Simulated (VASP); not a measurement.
# Ge4MoW (P4/mmm) in VASP: a series of runs, part 2 of 2

VASP 6.6.1. The steps go on from the part before.

## 5. Relaxation of cell and atoms, PBE

This run uses another cell than the first one, of 15.41 Å³/atom.

INCAR

```
SYSTEM = Ge4MoW
  PREC = Accurate
  ENCUT = 600
  EDIFF = 1E-6
  ISMEAR = 0
  SIGMA = 0.1
  LREAL = .False.
  LASPH = .True.
  NELM = 80
  ALGO = Fast
  ISIF = 3
  LWAVE = .False.
  LCHARG = .False.
  GGA = PE
  IBRION = 2
  NSW = 100
  EDIFFG = -0.01
```

KPOINTS

```
Automatic mesh
0
Gamma
  12 12 6
  0 0 0
```

POSCAR

```
Ge4MoW
1.0
    3.3397563000      0.0000000000      0.0000000000
    0.0000000000      3.3397563000      0.0000000000
    0.0000000000      0.0000000000      8.2881637000
Ge Mo W
4 1 1
Direct
    0.0000000000      0.0000000000      0.6627370000
    0.5000000000      0.5000000000      0.1614470000
    0.0000000000      0.0000000000      0.3372630000
    0.5000000000      0.5000000000      0.8385530000
    0.0000000000      0.0000000000      0.0000000000
    0.5000000000      0.5000000000      0.5000000000
```

Potentials or basis: VASP PAW PBE potentials, release 64 (Ge_d, Mo_sv, W_sv).

Started as:

```console
cat potpaw_PBE.64/Ge_d/POTCAR potpaw_PBE.64/Mo_sv/POTCAR potpaw_PBE.64/W_sv/POTCAR > POTCAR
mpirun -np 1 vasp_std > vasp.out
```

OUTCAR:

```text
SYSTEM = Ge4MoW
   PREC = Accurate
   ENCUT = 600
   EDIFF = 1E-6
   ISMEAR = 0
   LREAL = .False.
   LASPH = .True.
   NELM = 80
   ISIF = 3
   GGA = PE
   IBRION = 2
   NSW = 100
   EDIFFG = -0.01

 ion  position               nearest neighbor table
   1  0.000  0.000  0.663-   3 2.70   6 2.72   6 2.72   6 2.72   6 2.72   4 2.77   4 2.77   4 2.77
                             4 2.77   5 2.80
   2  0.500  0.500  0.161-   4 2.68   5 2.71   5 2.71   5 2.71   5 2.71   3 2.77   3 2.77   3 2.77
                             3 2.77   6 2.81
[... 1490 lines left out ...]
  -------------------------------------------------------------------------------------
  Total       -0.0042027     -0.0042027      0.0057081      0.0000000     -0.0000000     -0.0000000
  in kB       -0.0728373     -0.0728373      0.0989261      0.0000000     -0.0000000     -0.0000000
  external PRESSURE =      -0.0155828 kB  Pullay stress =       0.0000000 kB

 VOLUME and BASIS-vectors are now :
 -----------------------------------------------------------------------------
  energy-cutoff  :      600.00
  volume of cell :       92.45
      direct lattice vectors                 reciprocal lattice vectors
     3.339756300  0.000000000  0.000000000     0.299423045  0.000000000  0.000000000
     0.000000000  3.339756300  0.000000000     0.000000000  0.299423045  0.000000000
     0.000000000  0.000000000  8.288163700     0.000000000  0.000000000  0.120653988

 POSITION                                       TOTAL-FORCE (eV/Angst)
 -----------------------------------------------------------------------------------
      0.00000      0.00000      5.49287         0.000000      0.000000      0.004934
      1.66988      1.66988      1.33810        -0.000000     -0.000000      0.006315
      0.00000      0.00000      2.79529        -0.000000      0.000000     -0.004934
      1.66988      1.66988      6.95006         0.000000     -0.000000     -0.006315
      0.00000      0.00000      0.00000         0.000000      0.000000      0.000000
      1.66988      1.66988      4.14408         0.000000      0.000000      0.000000
 -----------------------------------------------------------------------------------
    total drift:                                0.000000      0.000000      0.000000

  FREE ENERGIE OF THE ION-ELECTRON SYSTEM (eV)
  ---------------------------------------------------
  free  energy   TOTEN  =       -42.1470519523 eV

  energy  without entropy=      -42.1393242509  energy(sigma->0) =      -42.14318810

 reached required accuracy - stopping structural energy minimisation
```

Wall time 16 min (1 thread of Oxide Virtual Turin-like, shared host); peak memory 0.6 GiB.

What came out:

| Property | Result |
| --- | --- |
| Free energy | -42.1471 eV |
| Pressure after relaxing | 0.0 GPa |
| Largest force after relaxing | 0.006 eV/Å |
| Band gap on the k mesh | zero (bands 42 and 43 overlap by 1.21 eV) |

Forces on the atoms (eV/Å):
```
Ge   0.000  0.000  0.005
Ge   0.000  0.000  0.006
Ge   0.000  0.000 -0.005
Ge   0.000  0.000 -0.006
Mo   0.000  0.000  0.000
W    0.000  0.000  0.000
```

Final structure:
```yaml
crystal:
  lattice:
    - [3.33976, 0.00000, 0.00000]
    - [0.00000, 3.33976, 0.00000]
    - [0.00000, 0.00000, 8.28816]
  atoms:
    - { symbol: Ge, position: [0.00000, 0.00000, 0.66274] }
    - { symbol: Ge, position: [0.50000, 0.50000, 0.16145] }
    - { symbol: Ge, position: [0.00000, 0.00000, 0.33726] }
    - { symbol: Ge, position: [0.50000, 0.50000, 0.83855] }
    - { symbol: Mo, position: [0.00000, 0.00000, 0.00000] }
    - { symbol: W, position: [0.50000, 0.50000, 0.50000] }
```

Caveat: the relaxation stopped at its first step, so nothing moved; spin-orbit coupling is left out, which moves the levels of the heavy elements.

## 6. Relaxation of shape and atoms at fixed volume, PBE (16.95 Å³/atom)

This run uses another cell than the first one, of 16.95 Å³/atom.

INCAR

```
SYSTEM = Ge4MoW
PREC = Accurate ; ENCUT = 600
EDIFF = 1E-6 ; ISMEAR = 0
SIGMA = 0.1 ; LREAL = .False.
LASPH = .True. ; NELM = 80
ALGO = Fast ; ISIF = 4
LWAVE = .False. ; LCHARG = .False.
GGA = PE ; IBRION = 2
NSW = 50 ; EDIFFG = -0.01
```

KPOINTS is that of step 5.

POSCAR

```
Ge4MoW
1.0
    3.4462287775      0.0000000000      0.0000000000
    0.0000000000      3.4462287775      0.0000000000
    0.0000000000      0.0000000000      8.5623376830
Ge Mo W
4 1 1
Direct
    0.0000000000      0.0000000000      0.6612591830
    0.5000000000      0.5000000000      0.1602654840
    0.0000000000      0.0000000000      0.3387408170
    0.5000000000      0.5000000000      0.8397345160
    0.0000000000      0.0000000000      0.0000000000
    0.5000000000      0.5000000000      0.5000000000
```

Potentials or basis: VASP PAW PBE potentials, release 64 (Ge_d, Mo_sv, W_sv).

Started as:

```console
cat potpaw_PBE.64/Ge_d/POTCAR potpaw_PBE.64/Mo_sv/POTCAR potpaw_PBE.64/W_sv/POTCAR > POTCAR
mpirun -np 1 vasp_std > vasp.out
```

Run time: 47 min. Hardware: 1 thread of AMD EPYC 9755, shared host; peak memory 0.65 GiB.

Results (log left out):

```yaml
Free_energy: -41.7642 eV
Energy_gained_by_relaxing: 0.3 meV/atom
Ionic_steps: 5
Pressure_after_relaxing: -12.4 GPa
Band_gap_on_the_k_mesh: zero (bands 42 and 43 overlap by 0.89 eV)
```

Forces in eV/Å, atoms in the order of the input:
```
Ge   0.000  0.000 -0.001
Ge   0.000  0.000 -0.003
Ge   0.000  0.000  0.001
Ge   0.000  0.000  0.003
Mo   0.000  0.000  0.000
W    0.000  0.000  0.000
```

Step by step:
| step | energy change (eV) | largest force (eV/Å) | pressure (GPa) | volume (Å³) |
| --- | --- | --- | --- | --- |
| 1 | 0.0000 | 0.1220 | -12.55 | 101.69 |
| 2 | -0.0014 | 0.0345 | -12.44 | 101.69 |
| 3 | -0.0016 | 0.0107 | -12.42 | 101.69 |
| 4 | -0.0016 | 0.0048 | -12.43 | 101.69 |
| 5 | -0.0017 | 0.0029 | -12.41 | 101.69 |

Final structure:
```cif
data_structure
_symmetry_space_group_name_H-M 'P 1'
_symmetry_Int_Tables_number 1
_cell_length_a 3.4452
_cell_length_b 3.4452
_cell_length_c 8.5677
_cell_angle_alpha 90.000
_cell_angle_beta 90.000
_cell_angle_gamma 90.000
_cell_volume 101.69
loop_
_atom_site_label
_atom_site_type_symbol
_atom_site_fract_x
_atom_site_fract_y
_atom_site_fract_z
_atom_site_occupancy
Ge1 Ge 0.00000 0.00000 0.66021 1
Ge2 Ge 0.50000 0.50000 0.15949 1
Ge3 Ge 0.00000 0.00000 0.33979 1
Ge4 Ge 0.50000 0.50000 0.84051 1
Mo1 Mo 0.00000 0.00000 0.00000 1
W1 W 0.50000 0.50000 0.50000 1
```

Levels at points of the mesh, in eV from the Fermi level:
```csv
k point,band 40,band 41,band 42,band 43,band 44,band 45
"(0.00, 0.00, 0.00)",-0.41,-0.32,-0.32,0.32,0.62,1.82
"(0.50, 0.00, 0.00)",-1.97,-0.20,-0.04,1.44,1.82,1.88
"(0.50, 0.50, 0.00)",-2.41,-1.26,-1.26,1.56,1.67,1.95
"(0.00, 0.00, 0.50)",-1.56,0.15,0.32,0.43,0.62,1.33
"(0.50, 0.00, 0.50)",-1.82,-0.09,0.08,1.54,1.92,2.05
"(0.50, 0.50, 0.50)",-1.90,-1.75,-1.75,-0.51,-0.33,1.56
```

Caveat: spin-orbit coupling is left out, which moves the levels of the heavy elements.

## 7. The runs side by side

```csv
task,cell,cutoff (eV),gap on the mesh (eV),pressure (GPa),largest force (eV/Å)
single point,"a = 3.235, b = 3.235, c = 8.037 Å, 6 atoms, atomic positions A",520,none,20.1,-
single point,"a = 3.340, b = 3.340, c = 8.288 Å, 6 atoms, atomic positions B",520,none,0.3,0.01
single point,"a = 3.372, b = 3.372, c = 8.373 Å, 6 atoms, atomic positions B",520,none,-4.3,0.01
relaxation of cell and atoms,"relaxed from a = 3.340, b = 3.340, c = 8.288 Å, 6 atoms, atomic positions B",600,none,0.0,0.01
relaxation of shape and atoms at fixed volume,"relaxed from a = 3.446, b = 3.446, c = 8.562 Å, 6 atoms, atomic positions C",600,none,-12.4,-
```

Alike in all rows: level PBE; potentials or basis VASP PAW PBE potentials, release 64 (Ge_d, Mo_sv, W_sv); no spin polarisation; k mesh 12 × 12 × 6; smearing gaussian 0.1 eV.

Caveats: spin-orbit coupling is left out, which moves the levels of the heavy elements; the cell stands under pressure (at least some runs); the cell stands under tension (at least some runs); the relaxation stopped at its first step, so nothing moved (at least some runs).

Total energies depend on the potentials used, so only differences within one code and one set of settings carry meaning.
